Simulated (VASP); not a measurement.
# Sn2PbO3 (P4mm) in VASP: a series of runs

Sn2PbO3 is run at these levels: PBE; tasks: single point.

All numbers are computed with VASP 6.6.1; they aren't measurements. Logs are shortened: lines on timing, memory, paths and dates and some standing lists are left out, and cuts for length are marked.

## 1. The cell of the first run

It takes space group P4mm (No. 99, tetragonal). The conventional cell has a = 3.911 Å, b = 3.911 Å, c = 14.951 Å, α = 90.00°, β = 90.00°, γ = 90.00°. Sn (site symmetry 4mm) has 4 O at 2.28 Å within 3.0 Å. Sn (site symmetry 4mm) has 4 O at 2.28 Å within 3.0 Å. Sn (site symmetry 4mm) has 4 O at 2.28 Å within 3.0 Å. Within 3.0 Å of Sn (site symmetry 4mm) lie 4 O at 2.28 Å. Pb (site symmetry 4mm) has 4 O at 2.28 Å within 3.0 Å. Pb (site symmetry 4mm) has 4 O at 2.28 Å within 3.0 Å. Within 3.0 Å of O (site symmetry 2mm) lie 2 Sn at 2.28 Å and 2 Pb at 2.28 Å and 4 O at 2.77 Å. Within 3.0 Å of O (site symmetry 2mm) lie 4 Sn at 2.28 Å and 4 O at 2.77 Å.

## 2. Single point, PBE

INCAR

```
SYSTEM = Sn2PbO3
ALGO = Normal
EDIFF = 1E-7
ENCUT = 520
GGA = PE
ISIF = 2
ISMEAR = 0
LASPH = .True.
LCHARG = .False.
LREAL = .False.
LWAVE = .False.
NBANDS = 72
NELM = 60
PREC = Accurate
SIGMA = 0.1
```

KPOINTS

```
k-points
0
Gamma
  4 4 2
  0 0 0
```

POSCAR

```
Sn2PbO3
1.0
    3.9106571300      0.0000000000      0.0000000000
    0.0000000000      3.9106571300      0.0000000000
    0.0000000000      0.0000000000     14.9508043600
Sn Pb O
4 2 6
Direct
    0.5000000000      0.5000000000      0.4123000000
    0.0000000000      0.0000000000      0.2543666700
    0.0000000000      0.0000000000      0.5877000000
    0.0000000000      0.0000000000      0.9210333300
    0.5000000000      0.5000000000      0.0789666700
    0.5000000000      0.5000000000      0.7456333300
    0.0000000000      0.5000000000      0.0000000000
    0.0000000000      0.5000000000      0.3333333300
    0.0000000000      0.5000000000      0.6666666700
    0.5000000000      0.0000000000      0.0000000000
    0.5000000000      0.0000000000      0.3333333300
    0.5000000000      0.0000000000      0.6666666700
```

Potentials or basis: VASP PAW PBE potentials, release 64 (Sn_d, Pb_d, O).

On the command line:

```sh
> cat potpaw_PBE.64/Sn_d/POTCAR potpaw_PBE.64/Pb_d/POTCAR potpaw_PBE.64/O/POTCAR > POTCAR
> mpirun -np 1 vasp_std > vasp.out
```

OUTCAR:

```text
SYSTEM = Sn2PbO3
   EDIFF = 1E-7
   ENCUT = 520
   GGA = PE
   ISIF = 2
   ISMEAR = 0
   LASPH = .True.
   LREAL = .False.
   NELM = 60
   PREC = Accurate

 ion  position               nearest neighbor table
   1  0.500  0.500  0.412-   8 2.28  11 2.28  11 2.28   8 2.28   2 3.64   2 3.64   2 3.64   2 3.64

   2  0.000  0.000  0.254-   8 2.28  11 2.28   8 2.28  11 2.28   1 3.64   1 3.64   1 3.64   1 3.64
                             5 3.81   5 3.81   5 3.81   5 3.81
   3  0.000  0.000  0.588-   9 2.28  12 2.28   9 2.28  12 2.28   6 3.64   6 3.64   6 3.64   6 3.64

   4  0.000  0.000  0.921-   7 2.28  10 2.28   7 2.28  10 2.28   5 3.64   5 3.64   5 3.64   5 3.64
                             6 3.81   6 3.81   6 3.81   6 3.81
   5  0.500  0.500  0.079-   7 2.28  10 2.28  10 2.28   7 2.28   4 3.64   4 3.64   4 3.64   4 3.64
                             2 3.81   2 3.81   2 3.81   2 3.81
   6  0.500  0.500  0.746-   9 2.28  12 2.28  12 2.28   9 2.28   3 3.64   3 3.64   3 3.64   3 3.64
                             4 3.81   4 3.81   4 3.81   4 3.81
   7  0.000  0.500  0.000-   4 2.28   5 2.28   4 2.28   5 2.28
   8  0.000  0.500  0.333-   2 2.28   2 2.28   1 2.28   1 2.28
   9  0.000  0.500  0.667-   6 2.28   6 2.28   3 2.28   3 2.28
  10  0.500  0.000  0.000-   4 2.28   5 2.28   5 2.28   4 2.28
  11  0.500  0.000  0.333-   2 2.28   2 2.28   1 2.28   1 2.28
  12  0.500  0.000  0.667-   6 2.28   6 2.28   3 2.28   3 2.28

  LATTYP: Found a simple tetragonal cell.
 ALAT       =     3.9106571300
 C/A-ratio  =     3.8230926064

  Lattice vectors:

 A1 = (   3.9106571300,   0.0000000000,   0.0000000000)
 A2 = (   0.0000000000,   3.9106571300,   0.0000000000)
 A3 = (   0.0000000000,   0.0000000000,  14.9508043600)

Analysis of symmetry for initial positions (statically):
=====================================================================
 Subroutine PRICEL returns:
 Original cell was already a primitive cell.

 Routine SETGRP: Setting up the symmetry group for a
 simple tetragonal supercell.

 Subroutine GETGRP returns: Found  8 space group operations
 (whereof  8 operations were pure point group operations)
 out of a pool of 16 trial point group operations.

The static configuration has the point symmetry C_4v.

Analysis of symmetry for dynamics (positions and initial velocities):
=====================================================================
 Subroutine PRICEL returns:
 Original cell was already a primitive cell.

 Routine SETGRP: Setting up the symmetry group for a
 simple tetragonal supercell.

 Subroutine GETGRP returns: Found  8 space group operations
 (whereof  8 operations were pure point group operations)
 out of a pool of 16 trial point group operations.

The dynamic configuration has the point symmetry C_4v.

 Subroutine INISYM returns: Found  8 space group operations
 (whereof  8 operations are pure point group operations),
 and found     1 'primitive' translations

----------------------------------------------------------------------------------------

                                     Primitive cell

  volume of cell :     228.6462

  direct lattice vectors                    reciprocal lattice vectors
     3.910657130  0.000000000  0.000000000     0.255711500  0.000000000  0.000000000
     0.000000000  3.910657130  0.000000000     0.000000000  0.255711500  0.000000000
     0.000000000  0.000000000 14.950804360     0.000000000  0.000000000  0.066886033

  length of vectors
     3.910657130  3.910657130 14.950804360     0.255711500  0.255711500  0.066886033

  position of ions in fractional coordinates (direct lattice)
     0.500000000  0.500000000  0.412300000
     0.000000000  0.000000000  0.254366670
     0.000000000  0.000000000  0.587700000
     0.000000000  0.000000000  0.921033330
     0.500000000  0.500000000  0.078966670
     0.500000000  0.500000000  0.745633330
     0.000000000  0.500000000  0.000000000
     0.000000000  0.500000000  0.333333330
     0.000000000  0.500000000  0.666666670
     0.500000000  0.000000000  0.000000000
     0.500000000  0.000000000  0.333333330
     0.500000000  0.000000000  0.666666670

  ion indices of the primitive-cell ions
   primitive index   ion index
                 1           1
                 2           2
                 3           3
                 4           4
                 5           5
                 6           6
                 7           7
                 8           8
                 9           9
                10          10
                11          11
                12          12

----------------------------------------------------------------------------------------

 KPOINTS: k-points

Automatic generation of k-mesh.
 Grid dimensions read from file:
 generate k-points for:    4    4    2

 Generating k-lattice:

  Cartesian coordinates                     Fractional coordinates (reciprocal lattice)
     0.063927875  0.000000000  0.000000000     0.250000000  0.000000000  0.000000000
     0.000000000  0.063927875  0.000000000     0.000000000  0.250000000  0.000000000
     0.000000000  0.000000000  0.033443017     0.000000000  0.000000000  0.500000000

  Length of vectors
     0.063927875  0.063927875  0.033443017

  Shift w.r.t. Gamma in fractional coordinates (k-lattice)
     0.000000000  0.000000000  0.000000000

 Subroutine IBZKPT returns following result:
 ===========================================

 Found     12 irreducible k-points:

 Following reciprocal coordinates:
            Coordinates               Weight
  0.000000  0.000000  0.000000      1.000000
  0.250000  0.000000  0.000000      4.000000
  0.500000  0.000000  0.000000      2.000000
  0.250000  0.250000  0.000000      4.000000
  0.500000  0.250000  0.000000      4.000000
  0.500000  0.500000  0.000000      1.000000
  0.000000  0.000000  0.500000      1.000000
  0.250000  0.000000  0.500000      4.000000
  0.500000  0.000000  0.500000      2.000000
  0.250000  0.250000  0.500000      4.000000
  0.500000  0.250000  0.500000      4.000000
  0.500000  0.500000  0.500000      1.000000
   k-points           NKPTS =     12   k-points in BZ     NKDIM =     12   number of bands    NBANDS=     72
   number of dos      NEDOS =    301   number of ions     NIONS =     12
   total plane-waves  NPLWV = 100800
   dimension x,y,z NGX =    30 NGY =   30 NGZ =  112
   dimension x,y,z NGXF=    60 NGYF=   60 NGZF=  224
   ions per type =               4   2   6
   NGX,Y,Z   is equivalent  to a cutoff of  12.75, 12.75, 12.45 a.u.
   NGXF,Y,Z  is equivalent  to a cutoff of  25.51, 25.51, 24.91 a.u.
 SYSTEM =  Sn2PbO3
   PREC   = accura    normal or accurate (medium, high low for compatibility)
   ISTART =      0    job   : 0-new  1-cont  2-samecut
   ICHARG =      2    charge: 1-file 2-atom 10-const
   ISPIN  =      1    spin polarized calculation?
   LNONCOLLINEAR =      F non collinear calculations
   LSORBIT =      F    spin-orbit coupling
   LASPH  =      T    aspherical Exc in radial PAW
   ENCUT  =  520.0 eV  38.22 Ry    6.18 a.u.   7.27  7.27 27.80*2*pi/ulx,y,z
   NELM   =     60;   NELMIN=  2; NELMDL= -5     # of ELM steps
   EDIFF  = 0.1E-06   stopping-criterion for ELM
   LREAL  =      F    real-space projection
   EDIFFG = 0.1E-05   stopping-criterion for IOM
   NSW    =      0    number of steps for IOM
   IBRION =     -1    ionic relax: 0-MD 1-quasi-New 2-CG
   NFREE  =      0    steps in history (QN), initial steepest desc. (CG)
   ISIF   =      2    stress and relaxation
   ISYM   =      2    0-nonsym 1-usesym 2-fastsym
   POTIM  = 0.5000    time-step for ionic-motion
   TEBEG  =    0.0;   TEEND  =   0.0 temperature during run
   PSTRESS=    0.0 pullay stress
   NELECT =     120.0000    total number of electrons
   NUPDOWN=      -1.0000    fix difference up-down
   EMIN   =  10.00;   EMAX   =-10.00  energy-range for DOS
   EFERMI =   0.00;   METHOD = LEGACY
   ISMEAR =     0;   SIGMA  =   0.10  broadening in eV -4-tet -1-fermi 0-gaus
   EFERMI_NEDOS =   21; number of points for ismear=-14 and -15
   IALGO  =     38    algorithm
   IMIX   =      4    mixing-type and parameters
     AMIX     =   0.40;   BMIX     =  1.00
     AMIX_MAG =   1.60;   BMIX_MAG =  1.00
  volume/ion in A,a.u.               =      19.05       128.58
  Fermi-wavevector in a.u.,A,eV,Ry     =   1.320527  2.495434 23.725719  1.743791
  Thomas-Fermi vector in A             =   2.450347
   LORBIT       =      0    0 simple, 1 ext, 2 COOP (PROOUT), +10 PAW based schemes
   GGA     = PE    functional components
   LHFCALC =     F    Hartree Fock is set to
   AEXX    =    0.0000 exact exchange contribution
   IVDW    =     0    specifies the selected vdW correction
   LEPSILON=     F    determine dielectric tensor
   LRPA    =     F    only Hartree local field effects (RPA)
 non-spin polarized calculation
 Gauss-broadening in eV      SIGMA  =   0.10
  energy-cutoff  :      520.00
  volume of cell :      228.65
 maximum number of plane-waves:      6196
 NGX is ok and might be reduce to    30
   NGX = 15   NGY = 15   NGZ = 55

 number of electron     119.9999961 magnetization

 Free energy of the ion-electron system (eV)
  ---------------------------------------------------
  ext. energy  EPLUGINS =         0.00000000
  ---------------------------------------------------
  free energy    TOTEN  =       -66.67770460 eV

  energy without entropy =      -66.67770377  energy(sigma->0) =      -66.67770418

 E-fermi :   6.1848     XC(G=0):  -9.9010

 val. band max:        5.8955080799   @ k =   0.0000   0.0000   0.0000
 cond. band min:       6.4853099958   @ k =   0.5000   0.5000   0.0000
 fundamental gap:      0.5898019159
 Fermi energy:         6.1848260772

 k-point     1 :       0.0000    0.0000    0.0000
  band No.  band energies     occupation
      1     -15.7103      2.00000
      2     -15.4499      2.00000
      3     -15.4429      2.00000
      4     -15.4421      2.00000
      5     -15.4421      2.00000
      6     -15.4233      2.00000
[... 64 lines left out ...]
     71      10.8538      0.00000
     72      10.8538      0.00000

 k-point     2 :       0.2500    0.0000    0.0000
  band No.  band energies     occupation
      1     -15.6843      2.00000
      2     -15.4999      2.00000
      3     -15.4509      2.00000
      4     -15.4404      2.00000
      5     -15.4246      2.00000
      6     -15.4097      2.00000
[... 64 lines left out ...]
     71      11.5649      0.00000
     72      11.8495      0.00000

 k-point     3 :       0.5000    0.0000    0.0000
  band No.  band energies     occupation
      1     -15.6149      2.00000
      2     -15.6114      2.00000
      3     -15.4577      2.00000
      4     -15.4398      2.00000
      5     -15.4007      2.00000
      6     -15.3831      2.00000
[... 664 lines left out ...]
     71      10.8212      0.00000
     72      10.9363      0.00000

 k-point    12 :       0.5000    0.5000    0.5000
  band No.  band energies     occupation
      1     -15.6441      2.00000
      2     -15.6441      2.00000
      3     -15.4680      2.00000
      4     -15.4383      2.00000
      5     -15.3945      2.00000
      6     -15.3769      2.00000
[... 64 lines left out ...]
     71      10.9494      0.00000
     72      11.0804      0.00000

------------------------ aborting loop because EDIFF is reached ----------------------------------------

  FORCE on cell =-STRESS in cart. coord.  units (eV):
  Direction    XX          YY          ZZ          XY          YZ          ZX
  --------------------------------------------------------------------------------------
  -------------------------------------------------------------------------------------
  Total        1.7777161      1.7777161      1.3422811      0.0000000      0.0000000     -0.0000000
  in kB       12.4568707     12.4568707      9.4056759      0.0000000      0.0000000     -0.0000000
  external PRESSURE =      11.4398058 kB  Pullay stress =       0.0000000 kB

 VOLUME and BASIS-vectors are now :
 -----------------------------------------------------------------------------
  energy-cutoff  :      520.00
  volume of cell :      228.65
      direct lattice vectors                 reciprocal lattice vectors
     3.910657130  0.000000000  0.000000000     0.255711500  0.000000000  0.000000000
     0.000000000  3.910657130  0.000000000     0.000000000  0.255711500  0.000000000
     0.000000000  0.000000000 14.950804360     0.000000000  0.000000000  0.066886033

 POSITION                                       TOTAL-FORCE (eV/Angst)
 -----------------------------------------------------------------------------------
      1.95533      1.95533      6.16422         0.000000      0.000000     -0.311799
      0.00000      0.00000      3.80299         0.000000      0.000000      0.857991
      0.00000      0.00000      8.78659        -0.000000      0.000000      0.671868
      0.00000      0.00000     13.77019         0.000000      0.000000      0.768457
      1.95533      1.95533      1.18062         0.000000     -0.000000      1.065732
      1.95533      1.95533     11.14782         0.000000     -0.000000      1.046253
      0.00000      1.95533      0.00000         0.000000      0.000000     -0.915936
      0.00000      1.95533      4.98360        -0.000000      0.000000     -0.211197
      0.00000      1.95533      9.96720         0.000000      0.000000     -0.922118
      1.95533      0.00000      0.00000         0.000000      0.000000     -0.915936
      1.95533      0.00000      4.98360         0.000000      0.000000     -0.211197
      1.95533      0.00000      9.96720         0.000000      0.000000     -0.922118
 -----------------------------------------------------------------------------------
    total drift:                                0.000000      0.000000     -0.000565

  FREE ENERGIE OF THE ION-ELECTRON SYSTEM (eV)
  ---------------------------------------------------
  free  energy   TOTEN  =       -66.6777046003 eV

  energy  without entropy=      -66.6777037692  energy(sigma->0) =      -66.67770418
```

It took 4.8 min on 1 thread of Intel Xeon Platinum 8259CL at 2.50GHz (Skylake/Cascade Lake), shared host; peak memory 0.4 GiB.

What came out:

```yaml
Free_energy: -66.6777 eV
Pressure: 1.1 GPa
Largest_force: 1.066 eV/Å
Band_gap_on_the_k_mesh: 0.59 eV (least direct gap 1.74 eV)
```

Forces in eV/Å, atoms in the order of the input:
```
Sn   0.000  0.000 -0.312
Sn   0.000  0.000  0.858
Sn   0.000  0.000  0.672
Sn   0.000  0.000  0.768
Pb   0.000  0.000  1.066
Pb   0.000  0.000  1.046
O    0.000  0.000 -0.916
O    0.000  0.000 -0.211
O    0.000  0.000 -0.922
O    0.000  0.000 -0.916
O    0.000  0.000 -0.211
O    0.000  0.000 -0.922
```

Levels at points of the mesh, in eV from the valence-band top:
```csv
k point,band 56,band 57,band 58,band 59,band 60,band 61,band 62,band 63,band 64,band 65
"(0.00, 0.00, 0.00)",-2.19,-2.19,-1.08,-0.93,0.00,1.74,1.87,2.14,3.52,3.52
"(0.50, 0.00, 0.00)",-2.15,-1.67,-1.55,-1.51,-1.40,2.50,2.75,2.89,3.02,3.14
"(0.50, 0.50, 0.00)",-1.80,-1.68,-1.63,-1.57,-1.48,0.59,0.59,1.93,1.93,1.96
"(0.00, 0.00, 0.50)",-2.19,-2.19,-1.61,-0.39,-0.12,1.77,1.95,1.98,3.36,3.36
"(0.50, 0.00, 0.50)",-1.98,-1.92,-1.82,-1.41,-1.28,2.48,2.80,2.82,3.12,3.17
"(0.50, 0.50, 0.50)",-1.83,-1.68,-1.65,-1.63,-1.48,0.89,0.89,1.07,1.07,2.80
```

Caveat: spin-orbit coupling is left out, which moves the levels of the heavy elements; forces of over 1 eV/Å act on the atoms, so gaps and moduli don't describe the material at rest.

## 3. Single point, PBE

This run uses another cell than the first one, of 19.80 Å³/atom.

INCAR

```
PREC = Accurate
ENCUT = 520
EDIFF = 1E-7
ISMEAR = 0
SIGMA = 0.1
LREAL = F
LASPH = T
NELM = 60
ALGO = Normal
ISIF = 2
LWAVE = F
LCHARG = F
GGA = PE
NBANDS = 72
```

KPOINTS

```
regular mesh
0
Gamma
  4 4 2
```

POSCAR

```
Sn2PbO3
1.0
    3.9208891719      0.0000000000      0.0000000000
    0.0000000000      3.9208891719      0.0000000000
    0.0000000000      0.0000000000     15.4524188877
Sn Pb O
4 2 6
Direct
    0.5000000000      0.5000000000      0.4150210617
    0.0000000000      0.0000000000      0.2672633298
    0.0000000000      0.0000000000      0.5863199747
    0.0000000000      0.0000000000      0.9272027986
    0.5000000000      0.5000000000      0.0810361719
    0.5000000000      0.5000000000      0.7400125403
    0.0000000000      0.5000000000     -0.0025903072
    0.0000000000      0.5000000000      0.3376555224
    0.0000000000      0.5000000000      0.6565068462
    0.5000000000      0.0000000000     -0.0025903072
    0.5000000000      0.0000000000      0.3376555224
    0.5000000000      0.0000000000      0.6565068462
```

Potentials or basis: VASP PAW PBE potentials, release 64 (Sn_d, Pb_d, O).

On the command line:

```sh
> cat potpaw_PBE.64/Sn_d/POTCAR potpaw_PBE.64/Pb_d/POTCAR potpaw_PBE.64/O/POTCAR > POTCAR
> mpirun -np 1 vasp_std > vasp.out
```

It took 5.4 min on 1 thread of Intel Xeon Platinum 8259CL at 2.50GHz (Skylake/Cascade Lake), shared host; peak memory 0.41 GiB.

The run converged. Its results:

```
Free energy            : -66.9602 eV
Pressure               : 0.3 GPa
Largest force          : 0.087 eV/Å
Band gap on the k mesh : 0.81 eV (least direct gap 1.53 eV)
```

Forces in eV/Å, atoms in the order of the input:
```
Sn   0.000  0.000  0.062
Sn   0.000  0.000 -0.087
Sn   0.000  0.000 -0.076
Sn   0.000  0.000 -0.070
Pb   0.000  0.000  0.048
Pb   0.000  0.000  0.051
O    0.000  0.000  0.010
O    0.000  0.000  0.017
O    0.000  0.000  0.008
O    0.000  0.000  0.010
O    0.000  0.000  0.017
O    0.000  0.000  0.008
```

Stress tensor (GPa, compression positive):
```
0.26 0.00 0.00
0.00 0.26 0.00
0.00 0.00 0.47
```

Levels at points of the mesh, in eV from the valence-band top:
```
           k point  band 57  band 58  band 59  band 60  band 61  band 62  band 63  band 64
(0.00, 0.00, 0.00)    -2.07    -1.08    -1.00     0.00     1.53     1.80     2.01     3.70
(0.50, 0.00, 0.00)    -1.88    -1.57    -1.33    -1.10     2.39     2.46     2.75     2.78
(0.50, 0.50, 0.00)    -1.60    -1.59    -1.31    -1.23     0.81     0.81     2.00     2.00
(0.00, 0.00, 0.50)    -2.07    -1.57    -0.46    -0.13     1.54     1.81     1.95     3.58
(0.50, 0.00, 0.50)    -1.82    -1.54    -1.53    -1.00     2.38     2.42     2.77     2.86
(0.50, 0.50, 0.50)    -1.60    -1.52    -1.31    -1.27     1.05     1.05     1.26     1.26
```

Caveat: spin-orbit coupling is left out, which moves the levels of the heavy elements. A k mesh can miss the band edges.
